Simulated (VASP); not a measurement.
# Ti in VASP: notebook, part 2 of 3

VASP 6.6.1.

## (3) Electric field gradients, PBEsol (equal xy, yz and zx shear strains of +2 %)

INCAR reads:

```
  ALGO = Normal
  EDIFF = 1E-8
  ENCUT = 400
  GGA = PS
  GGA_COMPAT = F
  ISIF = 2
  ISMEAR = -1
  LASPH = T
  LCHARG = F
  LEFG = T
  LREAL = F
  LWAVE = F
  NBANDS = 12
  NELM = 120
  PREC = Accurate
  SIGMA = 0.08
```

KPOINTS reads:

```
k-points
0
Gamma
  17 17 17
```

POSCAR reads:

```
Ti
1.0
   -1.6081800000      1.6410000000      1.6410000000
    1.6410000000     -1.6081800000      1.6410000000
    1.6410000000      1.6410000000     -1.6081800000
Ti
1
Direct
    0.0000000000      0.0000000000      0.0000000000
```

Potentials or basis: VASP PAW PBE potentials, release 64 (Ti_sv).

Command:

```sh
$ cat potpaw_PBE.64/Ti_sv/POTCAR > POTCAR
$ mpirun -np 1 vasp_std > vasp.out
```

OUTCAR:

```text
EDIFF = 1E-8
   ENCUT = 400
   GGA = PS
   ISIF = 2
   ISMEAR = -1
   LASPH = T
   LREAL = F
   NELM = 120
   PREC = Accurate

 ion  position               nearest neighbor table
   1  0.000  0.000  0.000-

  LATTYP: Found a trigonal (rhomboedric) cell.
 ALAT       =     2.8234739086
 COS(alpha) =    -0.3242805026

  Lattice vectors:

 A1 = (  -1.6081800000,   1.6410000000,   1.6410000000)
[... 565 lines left out ...]
 -----------------------------------------------------------------------------------
    total drift:                                0.000000     -0.000000      0.000000

  FREE ENERGIE OF THE ION-ELECTRON SYSTEM (eV)
  ---------------------------------------------------
  free  energy   TOTEN  =        -8.2259038883 eV

  energy  without entropy=       -8.1753765135  energy(sigma->0) =       -8.20064020

 Electric field gradients (V/A^2)
---------------------------------------------------------------------
 ion       V_xx      V_yy      V_zz      V_xy      V_xz      V_yz
---------------------------------------------------------------------
   1       0.000    -0.000    -0.000    -3.971    -3.971    -3.971
---------------------------------------------------------------------

 Electric field gradients after diagonalization (V/A^2)
 (convention: |V_zz| > |V_xx| > |V_yy|)
----------------------------------------------------------------------
 ion       V_xx      V_yy      V_zz     asymmetry (V_yy - V_xx)/ V_zz
----------------------------------------------------------------------
   1       3.971     3.971    -7.941       0.000
----------------------------------------------------------------------

           NMR quadrupolar parameters

 Cq : quadrupolar parameter    Cq=e*Q*V_zz/h
 eta: asymmetry parameters     (V_yy - V_xx)/ V_zz
 Q  : nuclear electric quadrupole moment in mb (millibarn)
----------------------------------------------------------------------
 ion       Cq(MHz)       eta       Q (mb)
----------------------------------------------------------------------
   1      -0.019       0.000       1.000
----------------------------------------------------------------------
```

OSZICAR:

```text
N       E                     dE             d eps       ncg     rms          rms(c)
DAV:   1     0.744881521637E+02    0.74488E+02   -0.56569E+03 11896   0.101E+03
DAV:   2    -0.599067422809E+01   -0.80479E+02   -0.78371E+02 12056   0.268E+02
DAV:   3    -0.935834829006E+01   -0.33677E+01   -0.33310E+01 15340   0.581E+01
DAV:   4    -0.943954125640E+01   -0.81193E-01   -0.81106E-01 13116   0.794E+00
DAV:   5    -0.944178130766E+01   -0.22401E-02   -0.22400E-02 13632   0.114E+00    0.853E+00
DAV:   6    -0.822795325150E+01    0.12138E+01   -0.28746E+00 12732   0.236E+01    0.202E+00
DAV:   7    -0.821980530790E+01    0.81479E-02   -0.71983E-02 13756   0.271E+00    0.123E+00
DAV:   8    -0.822559962164E+01   -0.57943E-02   -0.31340E-02 12212   0.217E+00    0.111E-01
DAV:   9    -0.822589389789E+01   -0.29428E-03   -0.16294E-03 14264   0.413E-01    0.609E-02
DAV:  10    -0.822591422970E+01   -0.20332E-04   -0.18107E-04 12292   0.146E-01    0.109E-02
DAV:  11    -0.822590401520E+01    0.10214E-04   -0.20002E-05 13208   0.702E-02    0.950E-03
DAV:  12    -0.822590374640E+01    0.26880E-06   -0.16385E-06 13016   0.166E-02    0.168E-03
DAV:  13    -0.822590391590E+01   -0.16950E-06   -0.23338E-07 15848   0.364E-03    0.888E-04
DAV:  14    -0.822590390126E+01    0.14636E-07   -0.15932E-08 11864   0.143E-03    0.337E-04
DAV:  15    -0.822590388986E+01    0.11405E-07   -0.26595E-09  6184   0.807E-04    0.543E-05
DAV:  16    -0.822590388833E+01    0.15243E-08   -0.22561E-10  6000   0.165E-04
   1 F= -.82259039E+01 E0= -.82006402E+01  d E =-.505274E-01
```

Run time: 44 s. Hardware: 1 thread of Intel Xeon 6975P-C, shared host; peak memory 0.18 GiB.

What came out:

```yaml
Free_energy: -8.2259 eV
Pressure: -7.3 GPa
Band_gap_on_the_k_mesh: zero (band 6 reaches 8.68 eV, above the bottom of band 7 at 7.18 eV)
```

Stress tensor (GPa, compression positive):
```
-7.28 -0.82 -0.82
-0.82 -7.28 -0.82
-0.82 -0.82 -7.28
```

Electric field gradients, principal values (V/Å²):
```tsv
atom	least	middle	greatest (by size)
1 Ti	3.971	3.971	-7.941
```

Caveat: the cell differs from its parent crystal (equal xy, yz and zx shear strains of +2 %); without QUAD_EFG the Cq values of the log hold for a quadrupole moment of 1 mb, not for the nuclei; the PAW data sets were made with another functional, which shifts forces and pressure a little.

## (4) Electric field gradients, PBEsol (equal xy, yz and zx shear strains of +2 %)

INCAR reads:

```
SYSTEM = Ti
PREC = Accurate
ENCUT = 400
EDIFF = 1E-8
ISMEAR = -1
SIGMA = 0.08
LREAL = .FALSE.
LASPH = .TRUE.
NELM = 120
ALGO = Normal
ISIF = 2
LWAVE = .FALSE.
LCHARG = .FALSE.
GGA = PS
LEFG = .TRUE.
NBANDS = 12
GGA_COMPAT = .FALSE.
```

KPOINTS reads:

```
Automatic mesh
0
G
  17 17 17
  0 0 0
```

POSCAR is that of step 3.

Potentials or basis: VASP PAW PBE potentials, release 64 (Ti_sv).

Command:

```sh
$ cat potpaw_PBE.64/Ti_sv/POTCAR > POTCAR
$ mpirun -np 1 vasp_std > vasp.out
```

OUTCAR:

```text
SYSTEM = Ti
   PREC = Accurate
   ENCUT = 400
   EDIFF = 1E-8
   ISMEAR = -1
   LREAL = .FALSE.
   LASPH = .TRUE.
   NELM = 120
   ISIF = 2
   GGA = PS

 ion  position               nearest neighbor table
   1  0.000  0.000  0.000-

  LATTYP: Found a trigonal (rhomboedric) cell.
 ALAT       =     2.8234739086
 COS(alpha) =    -0.3242805026

  Lattice vectors:

 A1 = (  -1.6081800000,   1.6410000000,   1.6410000000)
[... 566 lines left out ...]
    total drift:                                0.000000     -0.000000      0.000000

  FREE ENERGIE OF THE ION-ELECTRON SYSTEM (eV)
  ---------------------------------------------------
  free  energy   TOTEN  =        -8.2259038883 eV

  energy  without entropy=       -8.1753765135  energy(sigma->0) =       -8.20064020

 Electric field gradients (V/A^2)
---------------------------------------------------------------------
 ion       V_xx      V_yy      V_zz      V_xy      V_xz      V_yz
---------------------------------------------------------------------
   1       0.000    -0.000    -0.000    -3.971    -3.971    -3.971
---------------------------------------------------------------------

 Electric field gradients after diagonalization (V/A^2)
 (convention: |V_zz| > |V_xx| > |V_yy|)
----------------------------------------------------------------------
 ion       V_xx      V_yy      V_zz     asymmetry (V_yy - V_xx)/ V_zz
----------------------------------------------------------------------
   1       3.971     3.971    -7.941       0.000
----------------------------------------------------------------------

           NMR quadrupolar parameters

 Cq : quadrupolar parameter    Cq=e*Q*V_zz/h
 eta: asymmetry parameters     (V_yy - V_xx)/ V_zz
 Q  : nuclear electric quadrupole moment in mb (millibarn)
----------------------------------------------------------------------
 ion       Cq(MHz)       eta       Q (mb)
----------------------------------------------------------------------
   1      -0.019       0.000       1.000
----------------------------------------------------------------------
```

OSZICAR:

```text
N       E                     dE             d eps       ncg     rms          rms(c)
DAV:   1     0.744881521637E+02    0.74488E+02   -0.56569E+03 11896   0.101E+03
DAV:   2    -0.599067422809E+01   -0.80479E+02   -0.78371E+02 12056   0.268E+02
DAV:   3    -0.935834829006E+01   -0.33677E+01   -0.33310E+01 15340   0.581E+01
DAV:   4    -0.943954125640E+01   -0.81193E-01   -0.81106E-01 13116   0.794E+00
DAV:   5    -0.944178130766E+01   -0.22401E-02   -0.22400E-02 13632   0.114E+00    0.853E+00
DAV:   6    -0.822795325150E+01    0.12138E+01   -0.28746E+00 12732   0.236E+01    0.202E+00
DAV:   7    -0.821980530790E+01    0.81479E-02   -0.71983E-02 13756   0.271E+00    0.123E+00
DAV:   8    -0.822559962164E+01   -0.57943E-02   -0.31340E-02 12212   0.217E+00    0.111E-01
DAV:   9    -0.822589389789E+01   -0.29428E-03   -0.16294E-03 14264   0.413E-01    0.609E-02
DAV:  10    -0.822591422970E+01   -0.20332E-04   -0.18107E-04 12292   0.146E-01    0.109E-02
DAV:  11    -0.822590401520E+01    0.10214E-04   -0.20002E-05 13208   0.702E-02    0.950E-03
DAV:  12    -0.822590374640E+01    0.26880E-06   -0.16385E-06 13016   0.166E-02    0.168E-03
DAV:  13    -0.822590391590E+01   -0.16950E-06   -0.23338E-07 15848   0.364E-03    0.888E-04
DAV:  14    -0.822590390126E+01    0.14636E-07   -0.15932E-08 11864   0.143E-03    0.337E-04
DAV:  15    -0.822590388986E+01    0.11405E-07   -0.26595E-09  6184   0.807E-04    0.543E-05
DAV:  16    -0.822590388833E+01    0.15243E-08   -0.22561E-10  6000   0.165E-04
   1 F= -.82259039E+01 E0= -.82006402E+01  d E =-.505274E-01
```

stdout:

```text
POSCAR found type information on POSCAR Ti
 POSCAR found :  1 types and       1 ions
 scaLAPACK will be used
 -----------------------------------------------------------------------------
|                                                                             |
|                                                                             |
|     You enforced a specific xc type in the INCAR file but a different       |
|     I HOPE YOU KNOW WHAT YOU ARE DOING!                                     |
|                                                                             |
 -----------------------------------------------------------------------------

 LDA part: xc-table for (Slater+PW92), standard interpolation
 POSCAR, INCAR and KPOINTS ok, starting setup
 FFT: planning ... GRIDC
 FFT: planning ... GRID_SOFT
 FFT: planning ... GRID
 WAVECAR not read
 entering main loop
ion   1
```

Wall time 40 s (1 thread of Intel Xeon 6975P-C, shared host); peak memory 0.18 GiB.

Results:

```yaml
Free_energy: -8.2259 eV
Pressure: -7.3 GPa
Band_gap_on_the_k_mesh: zero (band 6 reaches 8.68 eV, above the bottom of band 7 at 7.18 eV)
```

Stress tensor (GPa, compression positive):
```
-7.28 -0.82 -0.82
-0.82 -7.28 -0.82
-0.82 -0.82 -7.28
```

Electric field gradients, principal values (V/Å²):
```
atom  least  middle  greatest (by size)
1 Ti  3.971   3.971              -7.941
```

Caveat: the cell differs from its parent crystal (equal xy, yz and zx shear strains of +2 %); without QUAD_EFG the Cq values of the log hold for a quadrupole moment of 1 mb, not for the nuclei; the PAW data sets were made with another functional, which shifts forces and pressure a little.

(Part 2 of 3 ends here.)
